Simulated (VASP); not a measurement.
# Mo5W (P4/mmm) in VASP: relaxation of cell and atoms with PBE

Aim: the relaxation of cell and atoms of Mo5W with PBE.

All numbers are computed with VASP 6.6.1; they aren't measurements. Logs are shortened: lines on timing, memory, paths and dates and some standing lists are left out, and cuts for length are marked.

**1. The cell of the first run**

The structure is tetragonal, space group P4/mmm (No. 123). The conventional cell has a = 3.164 Å, b = 3.164 Å, c = 9.495 Å, α = 90.00°, β = 90.00°, γ = 90.00°. Within 3.6 Å of Mo (site symmetry 4mm) lie 13 Mo at 2.74 to 3.16 Å and 1 W at 3.17 Å. Within 3.6 Å of Mo (site symmetry 4mm) lie 10 Mo at 2.74 to 3.17 Å and 4 W at 2.74 Å. Within 3.6 Å of Mo (site symmetry 4/mmm) lie 14 Mo at 2.74 to 3.16 Å. W (site symmetry 4/mmm) has 10 Mo at 2.74 to 3.17 Å and 4 W at 3.16 Å within 3.6 Å.

**2. Relaxation of cell and atoms, PBE**

File INCAR:

```
SYSTEM = Mo5W
PREC = Accurate
ENCUT = 600
EDIFF = 1E-6
ISMEAR = -1
SIGMA = 0.15
LREAL = .FALSE.
LASPH = .TRUE.
NELM = 80
ALGO = Fast
ISIF = 3
LWAVE = .FALSE.
LCHARG = .FALSE.
GGA = PE
IBRION = 2
NSW = 80
EDIFFG = -0.001
```

File KPOINTS:

```
regular mesh
0
G
  12 12 4
  0 0 0
```

File POSCAR:

```
Mo5W
1.0
    3.1641357461      0.0000000000      0.0000000000
    0.0000000000      3.1641357461      0.0000000000
    0.0000000000      0.0000000000      9.4951634098
Mo W
5 1
Direct
    0.0000000000      0.0000000000      0.6660801254
    0.5000000000      0.5000000000      0.8328746132
    0.5000000000      0.5000000000      0.1671253868
    0.0000000000      0.0000000000      0.3339198746
    0.5000000000      0.5000000000      0.5000000000
    0.0000000000      0.0000000000      0.0000000000
```

Potentials or basis: VASP PAW PBE potentials, release 64 (Mo_sv, W_sv).

Launch:

```
$ cat potpaw_PBE.64/Mo_sv/POTCAR potpaw_PBE.64/W_sv/POTCAR > POTCAR
$ mpirun -np 1 vasp_std > vasp.out
```

OUTCAR:

```text
SYSTEM = Mo5W
   PREC = Accurate
   ENCUT = 600
   EDIFF = 1E-6
   ISMEAR = -1
   LREAL = .FALSE.
   LASPH = .TRUE.
   NELM = 80
   ISIF = 3
   GGA = PE
   IBRION = 2
   NSW = 80
   EDIFFG = -0.001

 ion  position               nearest neighbor table
   1  0.000  0.000  0.666-   5 2.74   5 2.74   5 2.74   5 2.74   2 2.74   2 2.74   2 2.74   2 2.74
                             4 3.15   6 3.17
   2  0.500  0.500  0.833-   1 2.74   1 2.74   1 2.74   1 2.74   6 2.74   6 2.74   6 2.74   6 2.74
                             5 3.16   3 3.17
   3  0.500  0.500  0.167-   4 2.74   4 2.74   4 2.74   4 2.74   6 2.74   6 2.74   6 2.74   6 2.74
                             5 3.16   2 3.17
   4  0.000  0.000  0.334-   5 2.74   5 2.74   5 2.74   5 2.74   3 2.74   3 2.74   3 2.74   3 2.74
                             1 3.15   6 3.17
   5  0.500  0.500  0.500-   1 2.74   4 2.74   1 2.74   4 2.74   1 2.74   4 2.74   1 2.74   4 2.74
                             3 3.16   2 3.16
   6  0.000  0.000  0.000-   2 2.74   3 2.74   2 2.74   3 2.74   2 2.74   3 2.74   2 2.74   3 2.74
                             1 3.17   4 3.17

  LATTYP: Found a simple tetragonal cell.
 ALAT       =     3.1641357461
 C/A-ratio  =     3.0008710661

  Lattice vectors:

 A1 = (   3.1641357461,   0.0000000000,   0.0000000000)
 A2 = (   0.0000000000,   3.1641357461,   0.0000000000)
 A3 = (   0.0000000000,   0.0000000000,   9.4951634098)

Analysis of symmetry for initial positions (statically):
=====================================================================
 Subroutine PRICEL returns:
 Original cell was already a primitive cell.

 Routine SETGRP: Setting up the symmetry group for a
 simple tetragonal supercell.

 Subroutine GETGRP returns: Found 16 space group operations
 (whereof 16 operations were pure point group operations)
 out of a pool of 16 trial point group operations.

The static configuration has the point symmetry D_4h.

Analysis of symmetry for dynamics (positions and initial velocities):
=====================================================================
 Subroutine PRICEL returns:
 Original cell was already a primitive cell.

 Routine SETGRP: Setting up the symmetry group for a
 simple tetragonal supercell.

 Subroutine GETGRP returns: Found 16 space group operations
 (whereof 16 operations were pure point group operations)
 out of a pool of 16 trial point group operations.

The dynamic configuration has the point symmetry D_4h.

 Subroutine INISYM returns: Found 16 space group operations
 (whereof 16 operations are pure point group operations),
 and found     1 'primitive' translations

----------------------------------------------------------------------------------------

                                     Primitive cell

  volume of cell :      95.0632

  direct lattice vectors                    reciprocal lattice vectors
     3.164135746  0.000000000  0.000000000     0.316042067  0.000000000  0.000000000
     0.000000000  3.164135746  0.000000000     0.000000000  0.316042067  0.000000000
     0.000000000  0.000000000  9.495163410     0.000000000  0.000000000  0.105316776

  length of vectors
     3.164135746  3.164135746  9.495163410     0.316042067  0.316042067  0.105316776

  position of ions in fractional coordinates (direct lattice)
     0.000000000  0.000000000  0.666080125
     0.500000000  0.500000000  0.832874613
     0.500000000  0.500000000  0.167125387
     0.000000000  0.000000000  0.333919875
     0.500000000  0.500000000  0.500000000
     0.000000000  0.000000000  0.000000000

  ion indices of the primitive-cell ions
   primitive index   ion index
                 1           1
                 2           2
                 3           3
                 4           4
                 5           5
                 6           6

----------------------------------------------------------------------------------------

 KPOINTS: regular mesh

Automatic generation of k-mesh.
 Grid dimensions read from file:
 generate k-points for:   12   12    4

 Generating k-lattice:

  Cartesian coordinates                     Fractional coordinates (reciprocal lattice)
     0.026336839  0.000000000  0.000000000     0.083333333  0.000000000  0.000000000
     0.000000000  0.026336839  0.000000000     0.000000000  0.083333333  0.000000000
     0.000000000  0.000000000  0.026329194     0.000000000  0.000000000  0.250000000

  Length of vectors
     0.026336839  0.026336839  0.026329194

  Shift w.r.t. Gamma in fractional coordinates (k-lattice)
     0.000000000  0.000000000  0.000000000

 Subroutine IBZKPT returns following result:
 ===========================================

 Found     84 irreducible k-points:

 Following reciprocal coordinates:
            Coordinates               Weight
  0.000000  0.000000  0.000000      1.000000
  0.083333  0.000000  0.000000      4.000000
  0.166667  0.000000  0.000000      4.000000
  0.250000  0.000000  0.000000      4.000000
  0.333333  0.000000  0.000000      4.000000
  0.416667  0.000000  0.000000      4.000000
[... 16 lines left out ...]
  0.333333  0.333333  0.000000      4.000000
  0.416667  0.333333  0.000000      8.000000
 [... further k-points ...]
   k-points           NKPTS =     84   k-points in BZ     NKDIM =     84   number of bands    NBANDS=     50
   number of dos      NEDOS =    301   number of ions     NIONS =      6
   total plane-waves  NPLWV =  62720
   dimension x,y,z NGX =    28 NGY =   28 NGZ =   80
   dimension x,y,z NGXF=    56 NGYF=   56 NGZF=  160
   ions per type =               5   1
   NGX,Y,Z   is equivalent  to a cutoff of  14.71, 14.71, 14.01 a.u.
   NGXF,Y,Z  is equivalent  to a cutoff of  29.42, 29.42, 28.01 a.u.
 SYSTEM =  Mo5W
   PREC   = accura    normal or accurate (medium, high low for compatibility)
   ISTART =      0    job   : 0-new  1-cont  2-samecut
   ICHARG =      2    charge: 1-file 2-atom 10-const
   ISPIN  =      1    spin polarized calculation?
   LNONCOLLINEAR =      F non collinear calculations
   LSORBIT =      F    spin-orbit coupling
   LASPH  =      T    aspherical Exc in radial PAW
   ENCUT  =  600.0 eV  44.10 Ry    6.64 a.u.   6.32  6.32 18.96*2*pi/ulx,y,z
   NELM   =     80;   NELMIN=  2; NELMDL= -5     # of ELM steps
   EDIFF  = 0.1E-05   stopping-criterion for ELM
   LREAL  =      F    real-space projection
   EDIFFG = -.1E-02   stopping-criterion for IOM
   NSW    =     80    number of steps for IOM
   IBRION =      2    ionic relax: 0-MD 1-quasi-New 2-CG
   NFREE  =      1    steps in history (QN), initial steepest desc. (CG)
   ISIF   =      3    stress and relaxation
   ISYM   =      2    0-nonsym 1-usesym 2-fastsym
   POTIM  = 0.5000    time-step for ionic-motion
   TEBEG  =    0.0;   TEEND  =   0.0 temperature during run
   PSTRESS=    0.0 pullay stress
   NELECT =      84.0000    total number of electrons
   NUPDOWN=      -1.0000    fix difference up-down
   EMIN   =  10.00;   EMAX   =-10.00  energy-range for DOS
   EFERMI =   0.00;   METHOD = LEGACY
   ISMEAR =    -1;   SIGMA  =   0.15  broadening in eV -4-tet -1-fermi 0-gaus
   EFERMI_NEDOS =   21; number of points for ismear=-14 and -15
   IALGO  =     68    algorithm
   IMIX   =      4    mixing-type and parameters
     AMIX     =   0.40;   BMIX     =  1.00
     AMIX_MAG =   1.60;   BMIX_MAG =  1.00
  volume/ion in A,a.u.               =      15.84       106.92
  Fermi-wavevector in a.u.,A,eV,Ry     =   1.570955  2.968674 33.577807  2.467899
  Thomas-Fermi vector in A             =   2.672611
   LORBIT       =      0    0 simple, 1 ext, 2 COOP (PROOUT), +10 PAW based schemes
   GGA     = PE    functional components
   LHFCALC =     F    Hartree Fock is set to
   AEXX    =    0.0000 exact exchange contribution
   IVDW    =     0    specifies the selected vdW correction
   LEPSILON=     F    determine dielectric tensor
   LRPA    =     F    only Hartree local field effects (RPA)
 conjugate gradient relaxation of ions
 non-spin polarized calculation
 RMM-DIIS sequential band-by-band and
  energy-cutoff  :      600.00
  volume of cell :       95.06
 maximum number of plane-waves:      3208
 NGX is ok and might be reduce to    28
   NGX = 13   NGY = 13   NGZ = 37

--------------------------------------- Ionic step        1  -------------------------------------------

 number of electron      84.0000003 magnetization

 Free energy of the ion-electron system (eV)
  ---------------------------------------------------
  ext. energy  EPLUGINS =         0.00000000
  ---------------------------------------------------
  free energy    TOTEN  =       -67.78802266 eV

  energy without entropy =      -67.51681598  energy(sigma->0) =      -67.65241932

------------------------ aborting loop because EDIFF is reached ----------------------------------------

  FORCE on cell =-STRESS in cart. coord.  units (eV):
  Direction    XX          YY          ZZ          XY          YZ          ZX
  --------------------------------------------------------------------------------------
  -------------------------------------------------------------------------------------
  Total        0.3317959      0.3317959      0.3298167      0.0000000      0.0000000      0.0000000
  in kB        5.5920231      5.5920231      5.5586663      0.0000000      0.0000000      0.0000000
  external PRESSURE =       5.5809042 kB  Pullay stress =       0.0000000 kB
[... 145 lines left out ...]
  energy  without entropy=      -67.5166509758  energy(sigma->0) =      -67.65251214

--------------------------------------- Ionic step        5  -------------------------------------------

 number of electron      84.0000002 magnetization

 Free energy of the ion-electron system (eV)
  ---------------------------------------------------
  ext. energy  EPLUGINS =         0.00000000
  ---------------------------------------------------
  free energy    TOTEN  =       -67.78837120 eV

  energy without entropy =      -67.51668421  energy(sigma->0) =      -67.65252770

 E-fermi :  12.1875     XC(G=0): -13.3586

 val. band max:       12.1719930461   @ k =   0.0000   0.0000   0.2500
 cond. band min:      12.2160015522   @ k =   0.4167   0.0000   0.2500
 fundamental gap:      0.0440085061
 Fermi energy:        12.1874892172

 k-point     1 :       0.0000    0.0000    0.0000
  band No.  band energies     occupation
      1     -61.9479      2.00000
      2     -49.0565      2.00000
      3     -48.9562      2.00000
      4     -48.8304      2.00000
      5     -48.7352      2.00000
      6     -48.6833      2.00000
[... 1261 lines left out ...]
     49      14.4814      0.00000
     50      14.5100      0.00000

 [... further k-points ...]

------------------------ aborting loop because EDIFF is reached ----------------------------------------

  FORCE on cell =-STRESS in cart. coord.  units (eV):
  Direction    XX          YY          ZZ          XY          YZ          ZX
  --------------------------------------------------------------------------------------
  -------------------------------------------------------------------------------------
  Total       -0.0017536     -0.0017536     -0.0029162      0.0000000      0.0000000     -0.0000000
  in kB       -0.0294954     -0.0294954     -0.0490501      0.0000000      0.0000000     -0.0000000
  external PRESSURE =      -0.0360136 kB  Pullay stress =       0.0000000 kB
[... 21 lines left out ...]
  FREE ENERGIE OF THE ION-ELECTRON SYSTEM (eV)
  ---------------------------------------------------
  free  energy   TOTEN  =       -67.7883711956 eV

  energy  without entropy=      -67.5166842133  energy(sigma->0) =      -67.65252770

 reached required accuracy - stopping structural energy minimisation
```

It took 34 min on 1 thread of Oxide Virtual Turin-like, shared host; peak memory 0.48 GiB.

What came out:

```yaml
Free_energy: -67.7884 eV
Relaxed_volume: 15.88 Å³/atom
Relaxed_cell: a = 3.166 Å, b = 3.166 Å, c = 9.501 Å, α = 90.00°, β = 90.00°, γ = 90.00°
Space_group_after_relaxing_to_0.1_Å: P4/mmm (No. 123)
Energy_gained_by_relaxing: 0.1 meV/atom
Ionic_steps: 5
Pressure_after_relaxing: 0.0 GPa
Band_gap_on_the_k_mesh: zero (bands 42 and 43 overlap by 1.97 eV)
```

Step by step:
| step | energy change (eV) | largest force (eV/Å) | pressure (GPa) | volume (Å³) |
| --- | --- | --- | --- | --- |
| 1 | 0.0000 | 0.0022 | 0.56 | 95.06 |
| 2 | 0.0024 | 0.0099 | -1.57 | 95.82 |
| 3 | -0.0004 | 0.0009 | 0.02 | 95.26 |
| 4 | -0.0004 | 0.0014 | -0.01 | 95.27 |
| 5 | -0.0003 | 0.0004 | 0.00 | 95.25 |

Final structure:
```yaml
crystal:
  lattice:
    - [3.16627, 0.00000, 0.00000]
    - [0.00000, 3.16627, 0.00000]
    - [0.00000, 0.00000, 9.50142]
  atoms:
    - { symbol: Mo, position: [0.00000, 0.00000, 0.66607] }
    - { symbol: Mo, position: [0.50000, 0.50000, 0.83288] }
    - { symbol: Mo, position: [0.50000, 0.50000, 0.16712] }
    - { symbol: Mo, position: [0.00000, 0.00000, 0.33393] }
    - { symbol: Mo, position: [0.50000, 0.50000, 0.50000] }
    - { symbol: W, position: [0.00000, 0.00000, 0.00000] }
```

Caveat: spin-orbit coupling is left out, which moves the levels of the heavy elements.
